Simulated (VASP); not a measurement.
# GeCl2: single point with PBE

Crystal: GeCl2.

```
Ge Cl
1.0
     0.00000    3.41646    3.41646
     3.41646    0.00000    3.41646
     3.41646    3.41646    0.00000
Ge Cl
1 2
Direct
  0.00000 0.00000 0.00000
  0.25000 0.25000 0.25000
  0.75000 0.75000 0.75000
```

```yaml
Program: VASP 6.6.1
Task: single point
Functional: PBE
Potentials_or_basis: VASP PAW PBE potentials, release 64 (Ge_d, Cl)
Cutoff: 520 eV
k_mesh: 6 × 6 × 6
Occupations: gaussian, width 0.02 eV
Spin: no spin polarisation
Dipole_correction: no
Further_INCAR_settings: ALGO = Normal; EDIFF = 1e-06; NBANDS = 21
```

```yaml
Pressure: -3.5 GPa
Band_gap_on_the_k_mesh: 2.69 eV (least direct gap 2.81 eV)
```

Levels at points of the mesh, in eV from the valence-band top:
| k point | band 12 | band 13 | band 14 | band 15 | band 16 | band 17 |
| --- | --- | --- | --- | --- | --- | --- |
| (0.00, 0.00, 0.00) | -0.98 | -0.98 | -0.98 | 2.99 | 2.99 | 2.99 |
| (0.50, 0.00, 0.00) | -1.43 | -1.43 | -0.03 | 4.09 | 4.09 | 4.39 |
| (0.50, 0.50, 0.00) | -0.28 | -0.28 | 0.00 | 2.81 | 4.88 | 4.88 |

It took 21 s on 1 thread of Intel(R) Xeon(R) Platinum 8488C (Sapphire Rapids), on a shared host, peak memory 0.2 GiB.

Caveat: the cell stands under tension. A k mesh can miss the band edges.
